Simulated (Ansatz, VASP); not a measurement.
## Ca: VASP beside Ansatz

```
Ca
1.0
     4.50062    0.00000    0.00000
     0.00000    4.50062    0.00000
     0.00000    0.00000    4.47833
Ca
2
Direct
  0.00000 0.00000 0.50000
  0.50000 0.50000 0.00000
```

Change from the starting cell: equal strain along all axes, cell held, atoms relaxed: +4.0 %.

Alike in both runs: task single point; functional PBEsol; k mesh 10 × 10 × 10; occupations gaussian, width 0.1 eV; no spin polarisation.

```csv
,VASP,Ansatz
version,VASP 6.6.1,Ansatz 0.2.0
potentials or method,"VASP PAW PBE potentials, release 64 (Ca_sv), cutoff 520 eV","scalar-relativistic, plane waves, PAW"
valence electrons in the cell,20,20
```

```csv
,VASP,Ansatz,Ansatz less VASP
gap on the k mesh at the Fermi level (eV),none,none,-
pressure (GPa),-1.6,-1.6,0.00
```

VASP's potentials were made for PBE, not for PBEsol. A gap of «none» marks a metal or a gap that the smearing closes.
